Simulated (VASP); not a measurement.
Set up this calculation in VASP 6.6.1, as the native input.

- Task: single point
- Functional: r2SCAN
- Potentials or basis: VASP PAW PBE potentials, release 64 (Si, C)
- Cutoff: 520 eV
- k mesh: 8 × 8 × 8
- Occupations: gaussian, width 0.05 eV
- Spin: no spin polarisation
- Dipole correction: no
- Further INCAR settings: ALGO = Normal; EDIFF = 1e-07; NBANDS = 11

SiC:

```
CELL_PARAMETERS angstrom
0.00000 2.17814 2.17814
2.17814 0.00000 2.17814
2.17814 2.17814 0.00000
ATOMIC_POSITIONS crystal
Si 0.00000 0.00000 0.00000
C 0.75000 0.75000 0.75000
```

One way to write it, as run:

POSCAR

```
SiC
1.0
    0.0000000000      2.1781449820      2.1781449820
    2.1781449820      0.0000000000      2.1781449820
    2.1781449820      2.1781449820      0.0000000000
Si C
1 1
Direct
    0.0000000000      0.0000000000      0.0000000000
    0.7500000000      0.7500000000      0.7500000000
```

INCAR.step1

```
SYSTEM = SiC
  PREC = Accurate
  ENCUT = 520
  ISMEAR = 0
  SIGMA = 0.05
  LREAL = .FALSE.
  LASPH = .TRUE.
  NELM = 60
  NBANDS = 11
  GGA = PE
  ALGO = Normal
  EDIFF = 1E-4
  LWAVE = .TRUE.
  LCHARG = .FALSE.
```

INCAR.step2

```
SYSTEM = SiC
  PREC = Accurate
  ENCUT = 520
  EDIFF = 1E-7
  ISMEAR = 0
  SIGMA = 0.05
  LREAL = .FALSE.
  LASPH = .TRUE.
  NELM = 60
  ALGO = Normal
  ISIF = 2
  LWAVE = .FALSE.
  LCHARG = .TRUE.
  METAGGA = R2SCAN
  LMIXTAU = .TRUE.
  LELF = .TRUE.
  LVHAR = .TRUE.
  NBANDS = 11
  ISTART = 1
```

KPOINTS

```
regular mesh
0
G
  8 8 8
  0 0 0
```

Potentials or basis: VASP PAW PBE potentials, release 64 (Si, C).

Run with:

```console
$ cat potpaw_PBE.64/Si/POTCAR potpaw_PBE.64/C/POTCAR > POTCAR
$ cp INCAR.step1 INCAR
$ mpirun -np 1 vasp_std > vasp.out
$ cp INCAR.step2 INCAR
$ mpirun -np 1 vasp_std > vasp.out
```

It gave:

```json
{"Pressure": "-0.2 GPa", "Band gap on the k mesh": "1.72 eV, indirect (least direct gap 5.06 eV)"}
```

Caveat: the PAW data sets were made with another functional, which shifts forces and pressure a little.

Wall time 21 s on 1 thread of Intel(R) Xeon(R) Platinum 8124M CPU @ 3.00GHz (Skylake/Cascade Lake) (shared host), peak memory 0.14 GiB.
